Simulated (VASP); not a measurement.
# TaN (NiAs type) (P6_3/mmc) in VASP: single point with PBE

Aim: the single point of TaN (NiAs type) with PBE.

Program: VASP 6.6.1. These are calculated values, not measurements. Logs are shortened: lines on timing, memory, paths and dates and some standing lists are left out, and cuts for length are marked.

### Step 1. The cell of the first run

The structure is hexagonal, space group P6_3/mmc (No. 194). Conventional cell: a = 2.433 Å, b = 2.433 Å, c = 5.222 Å, α = 90.00°, β = 90.00°, γ = 120.00°. Within 2.5 Å of Ta (site symmetry -3m) lie 6 N at 1.92 Å and 6 Ta at 2.43 Å. N (site symmetry -6m2) has 6 Ta at 1.92 Å and 6 N at 2.43 Å within 2.5 Å.

### Step 2. Single point, PBE

INCAR

```
ALGO = Normal
EDIFF = 1E-6
ENCUT = 520
GGA = PE
ISIF = 2
ISMEAR = -1
LASPH = True
LCHARG = False
LREAL = False
LWAVE = False
NBANDS = 24
NELM = 60
PREC = Accurate
SIGMA = 0.1
```

KPOINTS

```
k-points
0
Gamma
  12 12 7
```

POSCAR

```
TaN
1.0
    2.4334690690      0.0000000000      0.0000000000
   -1.2167345345      2.1074460331      0.0000000000
    0.0000000000      0.0000000000      5.2216182479
Ta N
2 2
Direct
    0.0000000000      0.0000000000      0.0000000000
    0.0000000000      0.0000000000      0.5000000000
    0.3333333333      0.6666666667      0.2500000000
    0.6666666667      0.3333333333      0.7500000000
```

Potentials or basis: VASP PAW PBE potentials, release 64 (Ta_pv, N).

On the command line:

```console
$ cat potpaw_PBE.64/Ta_pv/POTCAR potpaw_PBE.64/N/POTCAR > POTCAR
$ mpirun -np 1 vasp_std > vasp.out
```

OUTCAR:

```text
EDIFF = 1E-6
   ENCUT = 520
   GGA = PE
   ISIF = 2
   ISMEAR = -1
   LASPH = True
   LREAL = False
   NELM = 60
   PREC = Accurate

 ion  position               nearest neighbor table
   1  0.000  0.000  0.000-   3 1.92   4 1.92   4 1.92   3 1.92   4 1.92   3 1.92   2 2.61   2 2.61
                             2 3.57   2 3.57   2 3.57   2 3.57   2 3.57   2 3.57   2 3.57   2 3.57
   2  0.000  0.000  0.500-   3 1.92   4 1.92   4 1.92   3 1.92   4 1.92   3 1.92   1 2.61   1 2.61
                             1 3.57   1 3.57   1 3.57   1 3.57   1 3.57   1 3.57   1 3.57   1 3.57
   3  0.333  0.667  0.250-   1 1.92   2 1.92   1 1.92   2 1.92   1 1.92   2 1.92
   4  0.667  0.333  0.750-   1 1.92   2 1.92   1 1.92   2 1.92   1 1.92   2 1.92

  LATTYP: Found a hexagonal cell.
 ALAT       =     2.4334690690
 C/A-ratio  =     2.1457508190

  Lattice vectors:

 A1 = (   2.4334690690,   0.0000000000,   0.0000000000)
 A2 = (  -1.2167345345,   2.1074460331,   0.0000000000)
 A3 = (   0.0000000000,   0.0000000000,   5.2216182479)

Analysis of symmetry for initial positions (statically):
=====================================================================
 Subroutine PRICEL returns:
 Original cell was already a primitive cell.

 Routine SETGRP: Setting up the symmetry group for a
 hexagonal supercell.

 Subroutine GETGRP returns: Found 24 space group operations
 (whereof 12 operations were pure point group operations)
 out of a pool of 24 trial point group operations.

The static configuration has the point symmetry D_3d.
 The point group associated with its full space group is D_6h.

Analysis of symmetry for dynamics (positions and initial velocities):
=====================================================================
 Subroutine PRICEL returns:
 Original cell was already a primitive cell.

 Routine SETGRP: Setting up the symmetry group for a
 hexagonal supercell.

 Subroutine GETGRP returns: Found 24 space group operations
 (whereof 12 operations were pure point group operations)
 out of a pool of 24 trial point group operations.

The dynamic configuration has the point symmetry D_3d.
 The point group associated with its full space group is D_6h.

 Subroutine INISYM returns: Found 24 space group operations
 (whereof 12 operations are pure point group operations),
 and found     1 'primitive' translations

----------------------------------------------------------------------------------------

                                     Primitive cell

  volume of cell :      26.7786

  direct lattice vectors                    reciprocal lattice vectors
     2.433469069  0.000000000  0.000000000     0.410935981  0.237253999  0.000000000
    -1.216734535  2.107446033  0.000000000     0.000000000  0.474507999  0.000000000
     0.000000000  0.000000000  5.221618248     0.000000000  0.000000000  0.191511511

  length of vectors
     2.433469069  2.433469069  5.221618248     0.474507999  0.474507999  0.191511511

  position of ions in fractional coordinates (direct lattice)
     0.000000000  0.000000000  0.000000000
     0.000000000  0.000000000  0.500000000
     0.333333333  0.666666667  0.250000000
     0.666666667  0.333333333  0.750000000

  ion indices of the primitive-cell ions
   primitive index   ion index
                 1           1
                 2           2
                 3           3
                 4           4

----------------------------------------------------------------------------------------

 KPOINTS: k-points

Automatic generation of k-mesh.
 Grid dimensions read from file:
 generate k-points for:   12   12    7

 Generating k-lattice:

  Cartesian coordinates                     Fractional coordinates (reciprocal lattice)
     0.034244665  0.019771167  0.000000000     0.083333333  0.000000000  0.000000000
     0.000000000  0.039542333  0.000000000     0.000000000  0.083333333  0.000000000
     0.000000000  0.000000000  0.027358787     0.000000000  0.000000000  0.142857143

  Length of vectors
     0.039542333  0.039542333  0.027358787

  Shift w.r.t. Gamma in fractional coordinates (k-lattice)
     0.000000000  0.000000000  0.000000000

 Subroutine IBZKPT returns following result:
 ===========================================

 Found     76 irreducible k-points:

 Following reciprocal coordinates:
            Coordinates               Weight
  0.000000  0.000000  0.000000      1.000000
  0.083333  0.000000  0.000000      6.000000
  0.166667  0.000000  0.000000      6.000000
  0.250000  0.000000  0.000000      6.000000
  0.333333  0.000000  0.000000      6.000000
  0.416667  0.000000  0.000000      6.000000
[... 16 lines left out ...]
  0.250000  0.000000  0.142857     12.000000
  0.333333  0.000000  0.142857     12.000000
 [... further k-points ...]
   k-points           NKPTS =     76   k-points in BZ     NKDIM =     76   number of bands    NBANDS=     24
   number of dos      NEDOS =    301   number of ions     NIONS =      4
   total plane-waves  NPLWV =  12960
   dimension x,y,z NGX =    18 NGY =   18 NGZ =   40
   dimension x,y,z NGXF=    36 NGYF=   36 NGZF=   80
   ions per type =               2   2
   NGX,Y,Z   is equivalent  to a cutoff of  12.30, 12.30, 12.74 a.u.
   NGXF,Y,Z  is equivalent  to a cutoff of  24.59, 24.59, 25.47 a.u.
 SYSTEM =  unknown system
   PREC   = accura    normal or accurate (medium, high low for compatibility)
   ISTART =      0    job   : 0-new  1-cont  2-samecut
   ICHARG =      2    charge: 1-file 2-atom 10-const
   ISPIN  =      1    spin polarized calculation?
   LNONCOLLINEAR =      F non collinear calculations
   LSORBIT =      F    spin-orbit coupling
   LASPH  =      T    aspherical Exc in radial PAW
   ENCUT  =  520.0 eV  38.22 Ry    6.18 a.u.   4.52  4.52  9.71*2*pi/ulx,y,z
   NELM   =     60;   NELMIN=  2; NELMDL= -5     # of ELM steps
   EDIFF  = 0.1E-05   stopping-criterion for ELM
   LREAL  =      F    real-space projection
   EDIFFG = 0.1E-04   stopping-criterion for IOM
   NSW    =      0    number of steps for IOM
   IBRION =     -1    ionic relax: 0-MD 1-quasi-New 2-CG
   NFREE  =      0    steps in history (QN), initial steepest desc. (CG)
   ISIF   =      2    stress and relaxation
   ISYM   =      2    0-nonsym 1-usesym 2-fastsym
   POTIM  = 0.5000    time-step for ionic-motion
   TEBEG  =    0.0;   TEEND  =   0.0 temperature during run
   PSTRESS=    0.0 pullay stress
   NELECT =      32.0000    total number of electrons
   NUPDOWN=      -1.0000    fix difference up-down
   EMIN   =  10.00;   EMAX   =-10.00  energy-range for DOS
   EFERMI =   0.00;   METHOD = LEGACY
   ISMEAR =    -1;   SIGMA  =   0.10  broadening in eV -4-tet -1-fermi 0-gaus
   EFERMI_NEDOS =   21; number of points for ismear=-14 and -15
   IALGO  =     38    algorithm
   IMIX   =      4    mixing-type and parameters
     AMIX     =   0.40;   BMIX     =  1.00
     AMIX_MAG =   1.60;   BMIX_MAG =  1.00
  volume/ion in A,a.u.               =       6.69        45.18
  Fermi-wavevector in a.u.,A,eV,Ry     =   1.737250  3.282927 41.062900  3.018038
  Thomas-Fermi vector in A             =   2.810510
   LORBIT       =      0    0 simple, 1 ext, 2 COOP (PROOUT), +10 PAW based schemes
   GGA     = PE    functional components
[... 5 lines left out ...]
 non-spin polarized calculation
  energy-cutoff  :      520.00
  volume of cell :       26.78
 maximum number of plane-waves:       736
   NGX =  9   NGY =  9   NGZ = 19

 number of electron      32.0000006 magnetization

 Free energy of the ion-electron system (eV)
  ---------------------------------------------------
  ext. energy  EPLUGINS =         0.00000000
  ---------------------------------------------------
  free energy    TOTEN  =       -28.42752552 eV

  energy without entropy =      -28.40444008  energy(sigma->0) =      -28.41598280

 E-fermi :  13.7743     XC(G=0): -16.1707

 val. band max:       13.7626792098   @ k =   0.0833   0.0000   0.1429
 cond. band min:      13.8328531692   @ k =   0.3333   0.3333   0.2857
 fundamental gap:      0.0701739594
 Fermi energy:        13.7743021144

 k-point     1 :       0.0000    0.0000    0.0000
  band No.  band energies     occupation
      1     -23.4793      2.00000
      2     -20.4924      2.00000
      3     -18.7102      2.00000
      4     -18.7102      2.00000
      5     -18.4734      2.00000
      6     -18.4734      2.00000
[... 16 lines left out ...]
     23      22.7625      0.00000
     24      23.9155      0.00000

 k-point     2 :       0.0833    0.0000    0.0000
  band No.  band energies     occupation
      1     -23.3812      2.00000
      2     -20.4276      2.00000
      3     -19.1950      2.00000
      4     -18.8962      2.00000
      5     -18.8000      2.00000
      6     -18.5548      2.00000
[... 16 lines left out ...]
     23      23.6364      0.00000
     24      24.0234      0.00000

 k-point     3 :       0.1667    0.0000    0.0000
  band No.  band energies     occupation
      1     -23.1036      2.00000
      2     -20.3729      2.00000
      3     -20.2494      2.00000
      4     -19.9541      2.00000
      5     -19.0382      2.00000
      6     -18.7717      2.00000
[... 16 lines left out ...]
     23      23.0357      0.00000
     24      24.6359      0.00000
[... 514 lines left out ...]
 k-point    23 :       0.2500    0.0000    0.1429
  band No.  band energies     occupation
      1     -22.5962      2.00000
      2     -21.7266      2.00000
      3     -21.2615      2.00000
      4     -20.1431      2.00000
      5     -19.3342      2.00000
      6     -19.0704      2.00000
[... 16 lines left out ...]
     23      23.7252      0.00000
     24      25.5011      0.00000

 k-point    24 :       0.3333    0.0000    0.1429
  band No.  band energies     occupation
      1     -22.9386      2.00000
      2     -22.4324      2.00000
      3     -22.1134      2.00000
      4     -19.8643      2.00000
      5     -19.6274      2.00000
      6     -19.3423      2.00000
[... 16 lines left out ...]
     23      24.3057      0.00000
     24      26.5746      0.00000

 [... further k-points ...]

------------------------ aborting loop because EDIFF is reached ----------------------------------------

  FORCE on cell =-STRESS in cart. coord.  units (eV):
  Direction    XX          YY          ZZ          XY          YZ          ZX
  --------------------------------------------------------------------------------------
  -------------------------------------------------------------------------------------
  Total       75.3849587     75.3849587     75.4334355      0.0000000      0.0000000      0.0000000
  in kB     4510.3253842   4510.3253843   4513.2257747      0.0000000      0.0000000      0.0000000
  external PRESSURE =    4511.2921811 kB  Pullay stress =       0.0000000 kB

 VOLUME and BASIS-vectors are now :
 -----------------------------------------------------------------------------
  energy-cutoff  :      520.00
  volume of cell :       26.78
      direct lattice vectors                 reciprocal lattice vectors
     2.433469069  0.000000000  0.000000000     0.410935981  0.237253999  0.000000000
    -1.216734535  2.107446033  0.000000000     0.000000000  0.474507999  0.000000000
     0.000000000  0.000000000  5.221618248     0.000000000  0.000000000  0.191511511

 POSITION                                       TOTAL-FORCE (eV/Angst)
 -----------------------------------------------------------------------------------
      0.00000      0.00000      0.00000         0.000000      0.000000      0.000000
      0.00000      0.00000      2.61081         0.000000      0.000000      0.000000
     -0.00000      1.40496      1.30540         0.000000      0.000000     -0.000000
      1.21673      0.70248      3.91621        -0.000000     -0.000000      0.000000
 -----------------------------------------------------------------------------------
    total drift:                                0.000000     -0.000000      0.000000

  FREE ENERGIE OF THE ION-ELECTRON SYSTEM (eV)
  ---------------------------------------------------
  free  energy   TOTEN  =       -28.4275255234 eV

  energy  without entropy=      -28.4044400811  energy(sigma->0) =      -28.41598280
```

It took 17 s on 1 thread of Intel Xeon 6975P-C (Granite Rapids), shared host; peak memory 0.16 GiB.

What came out:

* Free energy: -28.4275 eV
* Pressure: 451.1 GPa
* Band gap on the k mesh: zero (band 16 reaches 14.51 eV, above the bottom of band 17 at 13.06 eV)

Stress tensor (GPa, compression positive):
```
451.03   0.00   0.00
  0.00 451.03   0.00
  0.00   0.00 451.32
```

Caveat: spin-orbit coupling is left out, which moves the levels of the heavy elements.
